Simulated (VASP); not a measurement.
# Mg: single point with PBE

Mg:

```xyz
2
Lattice="3.2085 0.0000 0.0000 -1.6042 2.7786 0.0000 0.0000 0.0000 5.1442" Properties=species:S:1:pos:R:3 pbc="T T T"
Mg    0.0000    1.8524    1.2861
Mg    1.6042    0.9262    3.8582
```

```yaml
Program: VASP 6.6.1
Task: single point
Functional: PBE
Potentials_or_basis: VASP PAW PBE potentials, release 64 (Mg_sv)
Cutoff: 750 eV
k_mesh: 18 × 18 × 8
Occupations: tetrahedron
Spin: no spin polarisation
Dipole_correction: no
Further_INCAR_settings: ALGO = Normal; EDIFF = 1e-06; NBANDS = 17; ISYM = 0
```

The pressure is -0.8 GPa and the band gap on the k mesh is zero (bands 10 and 11 overlap by 2.15 eV).

Stress tensor (GPa, compression positive):
```
-0.89 -0.01 -0.01
-0.01 -0.90  0.01
-0.01  0.01 -0.57
```

Levels at points of the mesh, in eV from the Fermi level:
| k point | band 8 | band 9 | band 10 | band 11 | band 12 | band 13 |
| --- | --- | --- | --- | --- | --- | --- |
| (0.00, 0.00, 0.00) | -42.75 | -6.96 | -1.65 | -1.15 | 10.78 | 10.78 |
| (0.50, 0.00, 0.00) | -42.76 | -2.20 | -2.20 | 2.65 | 3.01 | 3.34 |
| (0.00, 0.50, 0.00) | -42.76 | -2.20 | -2.20 | 2.65 | 3.01 | 3.34 |
| (0.50, 0.50, 0.00) | -42.76 | -2.20 | -2.20 | 2.65 | 3.01 | 3.34 |
| (0.00, 0.00, 0.50) | -42.75 | -5.55 | -5.55 | 5.19 | 5.19 | 11.53 |
| (0.50, 0.00, 0.50) | -42.76 | -1.14 | -1.14 | -0.49 | -0.49 | 7.92 |
| (0.00, 0.50, 0.50) | -42.76 | -1.14 | -1.14 | -0.49 | -0.49 | 7.92 |
| (0.50, 0.50, 0.50) | -42.76 | -1.14 | -1.14 | -0.49 | -0.49 | 7.92 |

Wall time 21 min on 1 thread of Intel(R) Xeon(R) Platinum 8488C (Sapphire Rapids), on a shared host, peak memory 1.3 GiB.

Caveat: tetrahedron occupations give inexact forces and stress in metals.
